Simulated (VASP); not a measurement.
Set up this calculation in VASP 6.6.1, as the native input.

```
Task                   : relaxation of cell and atoms
Functional             : PBE
Potentials or basis    : VASP PAW PBE potentials, release 64 (Ti_sv, Co)
Cutoff                 : 600 eV
k mesh                 : 16 × 16 × 16
Occupations            : gaussian, width 0.1 eV
Spin                   : collinear spin, ferromagnetic start
Starting moments       : [0.0, 0.3] μB
Target pressure        : 90 GPa
Dipole correction      : no
Further INCAR settings : ALGO = Fast; EDIFF = 1e-07; IBRION = 2; EDIFFG = -0.008; NSW = 70; ISIF = 3
```

The structure of TiCo lies in POSCAR:

```
TiCo
1.0
    2.7172329796      0.0000000000      0.0000000000
    0.0000000000      2.7172329796      0.0000000000
    0.0000000000      0.0000000000      2.7172329796
Ti Co
1 1
Direct
    0.0000000000      0.0000000000      0.0000000000
    0.5000000000      0.5000000000      0.5000000000
```

One way to write it, as run:

INCAR

```
PREC = Accurate ; ENCUT = 600
EDIFF = 1E-7 ; ISMEAR = 0
SIGMA = 0.1 ; LREAL = F
LASPH = T ; NELM = 150
ALGO = Fast ; ISIF = 3
LWAVE = F ; LCHARG = F
ISPIN = 2 ; MAGMOM = 0 0.3
LORBIT = 11 ; LMAXMIX = 4
GGA = PE ; IBRION = 2
NSW = 70 ; EDIFFG = -0.008
PSTRESS = 900.0
```

KPOINTS

```
regular mesh
0
Gamma
  16 16 16
```

Potentials or basis: VASP PAW PBE potentials, release 64 (Ti_sv, Co).

Launch:

```sh
$ cat potpaw_PBE.64/Ti_sv/POTCAR potpaw_PBE.64/Co/POTCAR > POTCAR
$ mpirun -np 1 vasp_std > vasp.out
```

It gave:

```
Relaxed volume                                         : 9.85 Å³/atom
Relaxed cell                                           : a = 2.701 Å, b = 2.701 Å, c = 2.701 Å, α = 90.00°, β = 90.00°, γ = 90.00°
Space group after relaxing (to 0.05 Å)                 : Pm-3m (No. 221)
Energy change on relaxing (the enthalpy is what falls) : +95.2 meV/atom
Ionic steps                                            : 4
Pressure after relaxing                                : 89.9 GPa
Net moment                                             : 0.00 μB per cell
Valence electrons inside the program's atomic spheres  : Ti 10.88; Co 8.92
```

Caveat: the cell is relaxed towards a set pressure, so the enthalpy falls and the energy may rise.

Run time: 7.2 min on 1 thread of Intel(R) Xeon(R) 6975P-C (Granite Rapids) (shared host), peak memory 0.26 GiB.
